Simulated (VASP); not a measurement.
Write the native input for VASP 6.6.1 that does the following.

* Task: single point
* Functional: LDA
* Potentials or basis: VASP PAW LDA potentials, release 64 (Ge_d)
* Cutoff: 520 eV
* k mesh: 9 × 9 × 8
* Occupations: fermi-dirac, width 0.1 eV
* Spin: no spin polarisation
* Dipole correction: no
* Further INCAR settings: ALGO = Normal; EDIFF = 1e-06; NBANDS = 13

The structure of Ge lies in POSCAR:

```
Ge
1.0
    1.3971490000     -2.6005160000      0.0000000000
    1.3971490000      2.6005160000      0.0000000000
    0.0000000000      0.0000000000      2.6982310000
Ge
1
Direct
    0.5000000000      0.5000000000      0.0000000000
```

One way to write it, as run:

INCAR

```
SYSTEM = Ge
ALGO = Normal
EDIFF = 1E-6
ENCUT = 520
GGA = CA
ISIF = 2
ISMEAR = -1
LASPH = .True.
LCHARG = .False.
LREAL = .False.
LWAVE = .False.
NBANDS = 13
NELM = 100
PREC = Accurate
SIGMA = 0.1
```

KPOINTS

```
k-points
0
Gamma
  9 9 8
  0 0 0
```

Potentials or basis: VASP PAW LDA potentials, release 64 (Ge_d).

The run is started by

```console
$ cat potpaw_LDA.64/Ge_d/POTCAR > POTCAR
$ mpirun -np 1 vasp_std > vasp.out
```

Results of the run:

- Pressure: -5.6 GPa
- Band gap on the k mesh: zero (band 7 reaches 12.53 eV, above the bottom of band 8 at 2.78 eV)

It took 11 s on 1 thread of Intel(R) Xeon(R) Platinum 8488C (Sapphire Rapids), on a shared host, peak memory 0.14 GiB.
